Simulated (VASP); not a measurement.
# TiAl (P-6m2) in VASP: further runs

TiAl is run at these levels: PBEsol; tasks: single point.

Program: VASP 6.6.1. These are calculated values, not measurements. Logs are shortened: lines on timing, memory, paths and dates and some standing lists are left out, and cuts for length are marked.

## Step 1: The cell of the first run

The structure is hexagonal, space group P-6m2 (No. 187). Conventional cell: a = 2.753 Å, b = 2.753 Å, c = 4.250 Å, α = 90.00°, β = 90.00°, γ = 120.00°. Within 3.5 Å of Ti (site symmetry -6m2) lie 6 Al at 2.65 Å and 6 Ti at 2.75 Å. Al (site symmetry -6m2) has 6 Ti at 2.65 Å and 6 Al at 2.75 Å within 3.5 Å.

## Step 2: Single point, PBEsol

Input file INCAR:

```
ALGO = Normal ; EDIFF = 1E-7
ENCUT = 520 ; GGA = PS
ISIF = 2 ; ISMEAR = 0
LASPH = True ; LCHARG = True
LELF = True ; LREAL = False
LVHAR = True ; LWAVE = False
NBANDS = 14 ; NELM = 60
PREC = Accurate ; SIGMA = 0.15
```

Input file KPOINTS:

```
k-points
0
Gamma
  18 18 10
```

Input file POSCAR:

```
TiAl
1.0
    2.7526000000      0.0000000000      0.0000000000
   -1.3763000000      2.3838215265      0.0000000000
    0.0000000000      0.0000000000      4.2497000000
Ti Al
1 1
Direct
    0.0000000000      0.0000000000      0.0000000000
    0.3333333333      0.6666666667      0.5000000000
```

Potentials or basis: VASP PAW PBE potentials, release 64 (Ti_sv, Al).

Launch:

```console
$ cat potpaw_PBE.64/Ti_sv/POTCAR potpaw_PBE.64/Al/POTCAR > POTCAR
$ mpirun -np 1 vasp_std > vasp.out
```

OUTCAR:

```text
EDIFF = 1E-7
   ENCUT = 520
   GGA = PS
   ISIF = 2
   ISMEAR = 0
   LASPH = True
   LREAL = False
   NELM = 60
   PREC = Accurate

 ion  position               nearest neighbor table
   1  0.000  0.000  0.000-   2 2.65   2 2.65   2 2.65   2 2.65   2 2.65   2 2.65
   2  0.333  0.667  0.500-   1 2.65   1 2.65   1 2.65   1 2.65   1 2.65   1 2.65

  LATTYP: Found a hexagonal cell.
 ALAT       =     2.7526000000
 C/A-ratio  =     1.5438857807

  Lattice vectors:

 A1 = (   2.7526000000,   0.0000000000,   0.0000000000)
 A2 = (  -1.3763000000,   2.3838215265,   0.0000000000)
 A3 = (   0.0000000000,   0.0000000000,   4.2497000000)

Analysis of symmetry for initial positions (statically):
=====================================================================
 Subroutine PRICEL returns:
 Original cell was already a primitive cell.

 Routine SETGRP: Setting up the symmetry group for a
 hexagonal supercell.

 Subroutine GETGRP returns: Found 12 space group operations
 (whereof 12 operations were pure point group operations)
 out of a pool of 24 trial point group operations.

The static configuration has the point symmetry D_3h.

Analysis of symmetry for dynamics (positions and initial velocities):
=====================================================================
 Subroutine PRICEL returns:
 Original cell was already a primitive cell.

 Routine SETGRP: Setting up the symmetry group for a
 hexagonal supercell.

 Subroutine GETGRP returns: Found 12 space group operations
 (whereof 12 operations were pure point group operations)
 out of a pool of 24 trial point group operations.

The dynamic configuration has the point symmetry D_3h.

 Subroutine INISYM returns: Found 12 space group operations
 (whereof 12 operations are pure point group operations),
 and found     1 'primitive' translations

----------------------------------------------------------------------------------------

                                     Primitive cell

  volume of cell :      27.8853

  direct lattice vectors                    reciprocal lattice vectors
     2.752600000  0.000000000  0.000000000     0.363292887  0.209747246  0.000000000
    -1.376300000  2.383821526  0.000000000     0.000000000  0.419494492  0.000000000
     0.000000000  0.000000000  4.249700000     0.000000000  0.000000000  0.235310728

  length of vectors
     2.752600000  2.752600000  4.249700000     0.419494492  0.419494492  0.235310728

  position of ions in fractional coordinates (direct lattice)
     0.000000000  0.000000000  0.000000000
     0.333333333  0.666666667  0.500000000

  ion indices of the primitive-cell ions
   primitive index   ion index
                 1           1
                 2           2

----------------------------------------------------------------------------------------

 KPOINTS: k-points

Automatic generation of k-mesh.
 Grid dimensions read from file:
 generate k-points for:   18   18   10

 Generating k-lattice:

  Cartesian coordinates                     Fractional coordinates (reciprocal lattice)
     0.020182938  0.011652625  0.000000000     0.055555556  0.000000000  0.000000000
     0.000000000  0.023305250  0.000000000     0.000000000  0.055555556  0.000000000
     0.000000000  0.000000000  0.023531073     0.000000000  0.000000000  0.100000000

  Length of vectors
     0.023305250  0.023305250  0.023531073

  Shift w.r.t. Gamma in fractional coordinates (k-lattice)
     0.000000000  0.000000000  0.000000000

 Subroutine IBZKPT returns following result:
 ===========================================

 Found    222 irreducible k-points:

 Following reciprocal coordinates:
            Coordinates               Weight
  0.000000  0.000000  0.000000      1.000000
  0.055556  0.000000  0.000000      6.000000
  0.111111  0.000000  0.000000      6.000000
  0.166667 -0.000000  0.000000      6.000000
  0.222222  0.000000  0.000000      6.000000
  0.277778  0.000000  0.000000      6.000000
[... 16 lines left out ...]
  0.333333  0.111111  0.000000     12.000000
  0.388889  0.111111  0.000000     12.000000
 [... further k-points ...]
   k-points           NKPTS =    222   k-points in BZ     NKDIM =    222   number of bands    NBANDS=     14
   number of dos      NEDOS =    301   number of ions     NIONS =      2
   total plane-waves  NPLWV =  12800
   dimension x,y,z NGX =    20 NGY =   20 NGZ =   32
   dimension x,y,z NGXF=    40 NGYF=   40 NGZF=   64
   ions per type =               1   1
   NGX,Y,Z   is equivalent  to a cutoff of  12.08, 12.08, 12.52 a.u.
   NGXF,Y,Z  is equivalent  to a cutoff of  24.16, 24.16, 25.04 a.u.
 SYSTEM =  unknown system
   PREC   = accura    normal or accurate (medium, high low for compatibility)
   ISTART =      0    job   : 0-new  1-cont  2-samecut
   ICHARG =      2    charge: 1-file 2-atom 10-const
   ISPIN  =      1    spin polarized calculation?
   LNONCOLLINEAR =      F non collinear calculations
   LSORBIT =      F    spin-orbit coupling
   LASPH  =      T    aspherical Exc in radial PAW
   ENCUT  =  520.0 eV  38.22 Ry    6.18 a.u.   5.12  5.12  7.90*2*pi/ulx,y,z
   NELM   =     60;   NELMIN=  2; NELMDL= -5     # of ELM steps
   EDIFF  = 0.1E-06   stopping-criterion for ELM
   LREAL  =      F    real-space projection
   EDIFFG = 0.1E-05   stopping-criterion for IOM
   NSW    =      0    number of steps for IOM
   IBRION =     -1    ionic relax: 0-MD 1-quasi-New 2-CG
   NFREE  =      0    steps in history (QN), initial steepest desc. (CG)
   ISIF   =      2    stress and relaxation
   ISYM   =      2    0-nonsym 1-usesym 2-fastsym
   POTIM  = 0.5000    time-step for ionic-motion
   TEBEG  =    0.0;   TEEND  =   0.0 temperature during run
   PSTRESS=    0.0 pullay stress
   NELECT =      15.0000    total number of electrons
   NUPDOWN=      -1.0000    fix difference up-down
   EMIN   =  10.00;   EMAX   =-10.00  energy-range for DOS
   EFERMI =   0.00;   METHOD = LEGACY
   ISMEAR =     0;   SIGMA  =   0.15  broadening in eV -4-tet -1-fermi 0-gaus
   EFERMI_NEDOS =   21; number of points for ismear=-14 and -15
   IALGO  =     38    algorithm
   IMIX   =      4    mixing-type and parameters
     AMIX     =   0.40;   BMIX     =  1.00
     AMIX_MAG =   1.60;   BMIX_MAG =  1.00
  volume/ion in A,a.u.               =      13.94        94.09
  Fermi-wavevector in a.u.,A,eV,Ry     =   1.331415  2.516010 24.118595  1.772667
  Thomas-Fermi vector in A             =   2.460428
   LORBIT       =      0    0 simple, 1 ext, 2 COOP (PROOUT), +10 PAW based schemes
   GGA     = PS    functional components
   LHFCALC =     F    Hartree Fock is set to
   AEXX    =    0.0000 exact exchange contribution
   IVDW    =     0    specifies the selected vdW correction
   LEPSILON=     F    determine dielectric tensor
   LRPA    =     F    only Hartree local field effects (RPA)
 non-spin polarized calculation
 Gauss-broadening in eV      SIGMA  =   0.15
  energy-cutoff  :      520.00
  volume of cell :       27.89
 maximum number of plane-waves:       770
   NGX = 11   NGY = 11   NGZ = 15

 number of electron      15.0000000 magnetization

 Free energy of the ion-electron system (eV)
  ---------------------------------------------------
  ext. energy  EPLUGINS =         0.00000000
  ---------------------------------------------------
  free energy    TOTEN  =       -12.60578606 eV

  energy without entropy =      -12.57754857  energy(sigma->0) =      -12.59166731

 E-fermi :   9.6601     XC(G=0): -11.8153

 val. band max:        9.6585837071   @ k =   0.2222   0.0556   0.4000
 cond. band min:       9.6629152682   @ k =   0.3333   0.2222   0.5000
 fundamental gap:      0.0043315611
 Fermi energy:         9.6600930989

 k-point     1 :       0.0000    0.0000    0.0000
  band No.  band energies     occupation
      1     -46.2326      2.00000
      2     -22.7112      2.00000
      3     -22.1050      2.00000
      4     -22.1050      2.00000
      5      -0.0007      2.00000
      6       7.3260      2.00000
      7       8.3652      2.00000
      8      11.1029      0.00000
      9      11.1029      0.00000
     10      12.8577      0.00000
     11      12.8577      0.00000
     12      15.2837      0.00000
     13      23.2779      0.00000
     14      23.2779      0.00000

 k-point     2 :       0.0556    0.0000    0.0000
  band No.  band energies     occupation
      1     -46.2278      2.00000
      2     -22.7066      2.00000
      3     -22.1325      2.00000
      4     -22.1111      2.00000
      5       0.0840      2.00000
      6       7.4163      2.00000
      7       8.3432      2.00000
      8      11.0069      0.00000
      9      11.1777      0.00000
     10      12.8293      0.00000
     11      12.9033      0.00000
     12      15.2988      0.00000
     13      22.1419      0.00000
     14      22.7085      0.00000

 k-point     3 :       0.1111    0.0000    0.0000
  band No.  band energies     occupation
      1     -46.2142      2.00000
      2     -22.6934      2.00000
      3     -22.2112      2.00000
      4     -22.1284      2.00000
      5       0.3362      2.00000
      6       7.6733      2.00000
      7       8.2817      2.00000
      8      10.7460      0.00000
      9      11.3979      0.00000
     10      12.7487      0.00000
     11      13.0357      0.00000
     12      15.3359      0.00000
     13      20.2935      0.00000
     14      21.8206      0.00000

 k-point     4 :       0.1667   -0.0000    0.0000
  band No.  band energies     occupation
      1     -46.1932      2.00000
      2     -22.6730      2.00000
      3     -22.3305      2.00000
      4     -22.1549      2.00000
      5       0.7500      2.00000
      6       8.0470      2.00000
      7       8.1922      2.00000
      8      10.3917      0.00000
      9      11.7504      0.00000
     10      12.6277      0.00000
     11      13.2435      0.00000
     12      15.3619      0.00000
     13      18.5035      0.00000
     14      20.9806      0.00000

 k-point     5 :       0.2222    0.0000    0.0000
  band No.  band energies     occupation
      1     -46.1674      2.00000
      2     -22.6479      2.00000
      3     -22.4748      2.00000
      4     -22.1872      2.00000
      5       1.3167      2.00000
      6       8.0895      2.00000
      7       8.4206      2.00000
      8      10.0450      0.00028
      9      12.2127      0.00000
     10      12.4833      0.00000
     11      13.5095      0.00000
[... 276 lines left out ...]
 k-point    22 :       0.2778    0.1111    0.0000
  band No.  band energies     occupation
      1     -46.1066      2.00000
      2     -22.7617      2.00000
      3     -22.5892      2.00000
      4     -22.3059      2.00000
      5       3.0913      2.00000
      6       7.9700      2.00000
      7       8.6221      2.00000
      8       9.4503      1.95203
      9      11.7298      0.00000
     10      12.9597      0.00000
     11      14.6096      0.00000
     12      14.6592      0.00000
     13      16.2077      0.00000
     14      17.4367      0.00000

 k-point    23 :       0.3333    0.1111    0.0000
  band No.  band energies     occupation
      1     -46.0865      2.00000
      2     -22.8590      2.00000
      3     -22.5697      2.00000
      4     -22.3396      2.00000
      5       4.0261      2.00000
      6       7.9452      2.00000
      7       8.2071      2.00000
      8       9.0388      2.00000
      9      11.5171      0.00000
     10      13.1489      0.00000
     11      14.7135      0.00000
     12      15.0087      0.00000
     13      16.1809      0.00000
     14      17.4007      0.00000

 k-point    24 :       0.3889    0.1111    0.0000
  band No.  band energies     occupation
      1     -46.0733      2.00000
      2     -22.9220      2.00000
      3     -22.5570      2.00000
      4     -22.3615      2.00000
      5       5.0085      2.00000
      6       7.4866      2.00000
      7       7.9351      2.00000
      8       8.6767      2.00000
      9      11.3741      0.00000
     10      13.4473      0.00000
     11      14.7868      0.00000
     12      15.3121      0.00000
     13      16.0909      0.00000
     14      17.6482      0.00000

 [... further k-points ...]
[... 5 lines left out ...]
  --------------------------------------------------------------------------------------
  -------------------------------------------------------------------------------------
  Total        3.3529523      3.3529523      5.8263114      0.0000000      0.0000000     -0.0000000
  in kB      192.6472597    192.6472597    334.7566074      0.0000000      0.0000000     -0.0000000
  external PRESSURE =     240.0170423 kB  Pullay stress =       0.0000000 kB

 VOLUME and BASIS-vectors are now :
 -----------------------------------------------------------------------------
  energy-cutoff  :      520.00
  volume of cell :       27.89
      direct lattice vectors                 reciprocal lattice vectors
     2.752600000  0.000000000  0.000000000     0.363292887  0.209747246  0.000000000
    -1.376300000  2.383821526  0.000000000     0.000000000  0.419494492  0.000000000
     0.000000000  0.000000000  4.249700000     0.000000000  0.000000000  0.235310728

 POSITION                                       TOTAL-FORCE (eV/Angst)
 -----------------------------------------------------------------------------------
      0.00000      0.00000      0.00000        -0.000000      0.000000      0.000000
     -0.00000      1.58921      2.12485         0.000000     -0.000000      0.000000
 -----------------------------------------------------------------------------------
    total drift:                                0.000000     -0.000000      0.000000

  FREE ENERGIE OF THE ION-ELECTRON SYSTEM (eV)
  ---------------------------------------------------
  free  energy   TOTEN  =       -12.6057860605 eV

  energy  without entropy=      -12.5775485658  energy(sigma->0) =      -12.59166731
```

Wall time 59 s (1 thread of Intel Xeon Platinum 8488C (Sapphire Rapids), shared host); peak memory 0.2 GiB.

Results:

- Free energy: -12.6058 eV
- Pressure: 24.0 GPa

Caveat: the PAW data sets were made with another functional, which shifts forces and pressure a little.

## Step 3: Single point, PBEsol

This run uses another cell than the first one, of 14.05 Å³/atom, 1.008 times its volume.

Input file INCAR:

```
SYSTEM = TiAl
ALGO     = Normal         ! electronic algorithm
EDIFF    = 1E-6           ! SCF threshold, eV
ENCUT    = 520            ! plane-wave cutoff, eV
GGA      = PS             ! functional
ISIF     = 2              ! what is computed and relaxed
ISMEAR   = 0              ! smearing method
LASPH    = .TRUE.         ! aspherical terms in the spheres
LCHARG   = .TRUE.         ! write CHGCAR
LELF     = .TRUE.         ! ELF
LREAL    = .FALSE.        ! projectors in reciprocal space
LVHAR    = .TRUE.       
LWAVE    = .FALSE.        ! write WAVECAR
NBANDS   = 14             ! bands
NELM     = 100            ! most SCF steps
PREC     = Accurate       ! precision mode
SIGMA    = 0.15           ! smearing width, eV
```

Input file KPOINTS:

```
k-points
0
G
  18 18 10
  0 0 0
```

Input file POSCAR:

```
TiAl
1.0
    2.7052000000      0.0000000000      0.0000000000
   -1.3526000000      2.3427719223      0.0000000000
    0.0000000000      0.0000000000      4.4344000000
Ti Al
1 1
Direct
    0.0000000000      0.0000000000      0.0000000000
    0.3333333333      0.6666666667      0.5000000000
```

Potentials or basis: VASP PAW PBE potentials, release 64 (Ti_sv, Al).

Launch:

```console
$ cat potpaw_PBE.64/Ti_sv/POTCAR potpaw_PBE.64/Al/POTCAR > POTCAR
$ mpirun -np 1 vasp_std > vasp.out
```

Wall time 59 s (1 thread of Intel Xeon Platinum 8488C (Sapphire Rapids), shared host); peak memory 0.21 GiB.

The run converged. Its results:

```yaml
Free_energy: -12.6947 eV
Pressure: 20.8 GPa
```

Stress tensor (GPa, compression positive):
```
20.16  0.00  0.00
 0.00 20.16  0.00
 0.00  0.00 22.14
```

Levels at points of the mesh, in eV from the Fermi level:
```
           k point  band 4  band 5  band 6  band 7  band 8  band 9  band 10  band 11
(0.00, 0.00, 0.00)  -31.72   -9.80   -2.53   -1.93    1.47    1.47     3.37     3.37
(0.50, 0.00, 0.00)  -31.95   -4.17   -2.82   -2.00   -1.33    2.48     4.58     4.89
(0.00, 0.00, 0.50)  -31.72   -8.73   -5.67   -0.64    1.48    1.48     3.27     3.27
(0.50, 0.00, 0.50)  -31.95   -4.18   -2.56   -2.19    0.90    1.03     2.26     3.52
```

Caveat: the PAW data sets were made with another functional, which shifts forces and pressure a little.
